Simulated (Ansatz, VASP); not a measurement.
## One calculation of C, two programs

File INCAR:

```
SYSTEM = C
ALGO = Normal
EDIFF = 1E-6
ENCUT = 520
ISIF = 2
ISMEAR = 0
LASPH = .True.
LCHARG = .False.
LREAL = .False.
LWAVE = .False.
NBANDS = 26
NELM = 60
PREC = Accurate
SIGMA = 0.05
```

The input KPOINTS:

```
k-points
0
Gamma
  12 12 4
  0 0 0
```

The input POSCAR:

```
C
1.0
    2.4896249417      0.0000000000      0.0000000000
   -1.2448124708      2.1560784454      0.0000000000
    0.0000000000      0.0000000000      8.2142660865
C
8
Direct
   -0.0132184430     -0.0264368860      0.0929365318
    0.0132184430      0.0264368860      0.5929365318
    0.0132184430      0.0264368860      0.4070634682
   -0.0132184430     -0.0264368860      0.9070634682
    0.3223814379      0.6447628759      0.1555443640
    0.6776185621      0.3552371241      0.6555443640
    0.3442852287      0.6885704574      0.3444556360
    0.6557147713      0.3114295426      0.8444556360
```

Input for Ansatz:

```yaml
crystal:
  lattice:
    - [2.4896249417, 0.0, 0.0]
    - [-1.2448124708, 2.1560784454, 0.0]
    - [0.0, 0.0, 8.2142660865]
  atoms:
    - { symbol: C, position: [-0.013218443, -0.026436886, 0.0929365318] }
    - { symbol: C, position: [0.013218443, 0.026436886, 0.5929365318] }
    - { symbol: C, position: [0.013218443, 0.026436886, 0.4070634682] }
    - { symbol: C, position: [-0.013218443, -0.026436886, 0.9070634682] }
    - { symbol: C, position: [0.3223814379, 0.6447628759, 0.155544364] }
    - { symbol: C, position: [0.6776185621, 0.3552371241, 0.655544364] }
    - { symbol: C, position: [0.3442852287, 0.6885704574, 0.344455636] }
    - { symbol: C, position: [0.6557147713, 0.3114295426, 0.844455636] }
basis:
  ecutwfc: 520.0
kpoints:
  mp_grid: { grid: [12, 12, 4] }
hamiltonian:
  xc: lda
  pseudopotentials: { kind: paw, azcp: { folder: soft_1 } }
scf:
  occupations: { method: gaussian, width: 0.05 }
output:
  forces: true
  stress: true
  eigenvalues: true
```

Change from the starting cell: mode 4 frozen in at +0.000 Å and mode 5 at -0.057 Å (largest displacements).

Alike in both runs: task single point; functional LDA; k mesh 12 × 12 × 4; occupations gaussian, width 0.05 eV; no spin polarisation.

|  | VASP | Ansatz |
| --- | --- | --- |
| version | VASP 6.6.1 | Ansatz 0.2.0 |
| potentials or method | VASP PAW LDA potentials, release 64 (C), cutoff 520 eV | scalar-relativistic, plane waves, PAW |
| valence electrons in the cell | 32 | 32 |

Ansatz gave:

- gap on the k mesh at the Fermi level (eV): 4.59
- least direct gap on the mesh (eV): 5.33
- pressure (GPa): 0.0
- traceless stress, the component that is largest in VASP (GPa): -0.26
- rms of the force components (eV/Å): 0.208

Problem. Estimate VASP's values.

Solution. gap on the k mesh at the Fermi level (eV): 4.58; least direct gap on the mesh (eV): 5.33; pressure (GPa): 1.7; traceless stress, the component that is largest in VASP (GPa): -0.25; rms of the force components (eV/Å): 0.207.

Ansatz warns that its potentials were made for another functional, while VASP's fit it. LDA's correlation is that of Perdew and Zunger in VASP and of Perdew and Wang (1992) in Ansatz. Atom by atom the forces differ by 0.004 eV/Å (rms over components).
